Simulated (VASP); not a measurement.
A run of VASP 6.6.1 is set up as follows.

The input INCAR:

```
PREC = Accurate
ENCUT = 520
EDIFF = 1E-6
ISMEAR = 0
SIGMA = 0.03
LREAL = False
LASPH = True
NELM = 100
ALGO = Normal
ISIF = 2
LWAVE = False
LCHARG = True
GGA = PE
LELF = True
LVHAR = True
NBANDS = 17
```

Contents of KPOINTS:

```
regular mesh
0
Gamma
  10 10 10
```

The input POSCAR:

```
PbS
1.0
    0.0000000000      2.9650000000      2.9650000000
    2.9650000000      0.0000000000      2.9650000000
    2.9650000000      2.9650000000      0.0000000000
Pb S
1 1
Direct
    0.0000000000      0.0000000000     -0.0119242290
    0.5000000000      0.5000000000      0.5000000000
```

Potentials or basis: VASP PAW PBE potentials, release 64 (Pb_d, S).

Run with:

```bash
$ cat potpaw_PBE.64/Pb_d/POTCAR potpaw_PBE.64/S/POTCAR > POTCAR
$ mpirun -np 1 vasp_std > vasp.out
```

What does it give for the largest force?

0.030 eV/Å.

What does it give for the pressure?

2.2 GPa.

Predict the band gap on the k mesh.

0.37 eV.

Forces on the atoms (eV/Å):
```
Pb   0.021  0.021  0.000
S   -0.021 -0.021  0.000
```

Caveat: the cell differs from its parent crystal (all Pb atoms moved -0.050 Å, as atom 1 along Cartesian [1 1 0]); spin-orbit coupling is left out, which moves the levels of the heavy elements. A k mesh can miss the band edges.
